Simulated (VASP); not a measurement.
Here is a VASP 6.6.1 calculation.

The input INCAR:

```
SYSTEM = Ti
PREC     = Accurate       ! precision mode
ENCUT    = 500            ! plane-wave cutoff, eV
EDIFF    = 1E-6           ! SCF threshold, eV
ISMEAR   = -1             ! smearing method
SIGMA    = 0.05           ! smearing width, eV
LREAL    = .False.        ! projectors in reciprocal space
LASPH    = .True.         ! aspherical terms in the spheres
NELM     = 200            ! most SCF steps
ALGO     = Normal         ! electronic algorithm
ISIF     = 2              ! what is computed and relaxed
LWAVE    = .False.        ! write WAVECAR
LCHARG   = .False.        ! write CHGCAR
ISPIN    = 2              ! spin polarisation
MAGMOM   = 0              ! initial moments
LORBIT   = 11             ! projections on sites
LMAXMIX  = 4              ! l up to which the mixer works
GGA      = PE             ! functional
IVDW     = 12             ! dispersion correction
NBANDS   = 16             ! bands
GGA_COMPAT= .False.
```

KPOINTS

```
Automatic mesh
0
Gamma
  11 11 11
  0 0 0
```

POSCAR

```
Ti
1.0
    0.0000000000      2.0300000000      2.0300000000
    2.0300000000      0.0000000000      2.0300000000
    2.0300000000      2.0300000000      0.0000000000
Ti
1
Direct
    0.0000000000      0.0000000000      0.0000000000
```

Potentials or basis: VASP PAW PBE potentials, release 64 (Ti_sv).

The run is started by

```console
$ cat potpaw_PBE.64/Ti_sv/POTCAR > POTCAR
$ mpirun -np 1 vasp_std > vasp.out
```

Task: What does it give for the dispersion energy per atom?

Result: -0.626 eV.

Task: Predict the net moment.

Result: 0.00 μB per cell.

Task: Predict the band gap on the k mesh.

Result: Zero (filled and empty bands overlap).

Task: What does it give for the pressure?

Result: -2.4 GPa.

Caveat: three body term missing.
